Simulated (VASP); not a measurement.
The system is Na.

```xyz
1
Lattice="-2.1410 2.1410 2.1410 2.1410 -2.1410 2.1410 2.1410 2.1410 -2.1410" Properties=species:S:1:pos:R:3 pbc="T T T"
Na    0.0000    0.0000    0.0000
```

Base run:

| Property | Result |
| --- | --- |
| Program | VASP 6.6.1 |
| Functional | r2SCAN |
| Potentials or basis | VASP PAW PBE potentials, release 64 (Na_pv) |
| Cutoff | 520 eV |
| k mesh | 9 × 9 × 9 |
| Occupations | fermi-dirac, width 0.05 eV |
| Spin | no spin polarisation |

Its results: pressure -0.3 GPa.

Question: The run is repeated on the same cell with these changes: functional from r2SCAN to RPBE; k mesh from 9 × 9 × 9 to 5 × 5 × 5. What comes out?

Answer: Pressure 0.1 GPa.

Several settings changed at once, so the effect can't be laid on one alone.

Caveats: some runs use coarse meshes; the PAW data sets were made with another functional, which shifts forces and pressure a little.
